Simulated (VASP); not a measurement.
Wanted: the native input for a VASP 6.6.1 run.

- Task: density of states
- Functional: PBE
- Potentials or basis: VASP PAW PBE potentials, release 64 (C, Ba_sv)
- Cutoff: 520 eV
- k mesh: 10 × 10 × 10
- Occupations: fermi-dirac, width 0.05 eV
- Spin: no spin polarisation
- Dipole correction: no
- k mesh for the DOS: 15 × 15 × 15
- Occupations for the DOS: tetrahedron
- Further INCAR settings: ALGO = Normal; EDIFF = 1e-06

Ba2C (fluorite type):

```
CELL_PARAMETERS angstrom
0.00000 3.51952 3.51952
3.51952 0.00000 3.51952
3.51952 3.51952 0.00000
ATOMIC_POSITIONS crystal
C 0.00000 0.00000 0.00000
Ba 0.25000 0.25000 0.25000
Ba 0.75000 0.75000 0.75000
```

One way to write it, as run:

POSCAR

```
Ba2C
1.0
    0.0000000000      3.5195247499      3.5195247499
    3.5195247499      0.0000000000      3.5195247499
    3.5195247499      3.5195247499      0.0000000000
C Ba
1 2
Direct
    0.0000000000      0.0000000000      0.0000000000
    0.2500000000      0.2500000000      0.2500000000
    0.7500000000      0.7500000000      0.7500000000
```

INCAR.step1

```
SYSTEM = Ba2C
PREC = Accurate ; ENCUT = 520
EDIFF = 1E-6 ; ISMEAR = -1
SIGMA = 0.05 ; LREAL = .FALSE.
LASPH = .TRUE. ; NELM = 100
ALGO = Normal ; ISIF = 2
LWAVE = .FALSE. ; LCHARG = .TRUE.
GGA = PE ; NBANDS = 19
```

KPOINTS.step1

```
regular mesh
0
G
  10 10 10
  0 0 0
```

INCAR.step2

```
SYSTEM = Ba2C
PREC = Accurate ; ENCUT = 520
EDIFF = 1E-6 ; ISMEAR = -5
SIGMA = 0.05 ; LREAL = .FALSE.
LASPH = .TRUE. ; NELM = 100
ALGO = Normal ; ISIF = 2
LWAVE = .FALSE. ; LCHARG = .FALSE.
GGA = PE ; LORBIT = 11
NEDOS = 2001 ; ICHARG = 11
```

KPOINTS.step2

```
regular mesh
0
G
  15 15 15
  0 0 0
```

Potentials or basis: VASP PAW PBE potentials, release 64 (C, Ba_sv).

Run with:

```console
$ cat potpaw_PBE.64/C/POTCAR potpaw_PBE.64/Ba_sv/POTCAR > POTCAR
$ cp INCAR.step1 INCAR
$ cp KPOINTS.step1 KPOINTS
$ mpirun -np 1 vasp_std > vasp.out
$ cp INCAR.step2 INCAR
$ cp KPOINTS.step2 KPOINTS
$ mpirun -np 1 vasp_std > vasp.out
```

It gave:

```json
{
  "Valence electrons inside the program's atomic spheres": "C 2.15; Ba 8.06"
}
```

Caveat: spin-orbit coupling is left out, which moves the levels of the heavy elements.

Run time: 2 min on 1 thread of Intel(R) Xeon(R) Platinum 8488C (Sapphire Rapids), with other jobs on the host, peak memory 0.34 GiB.
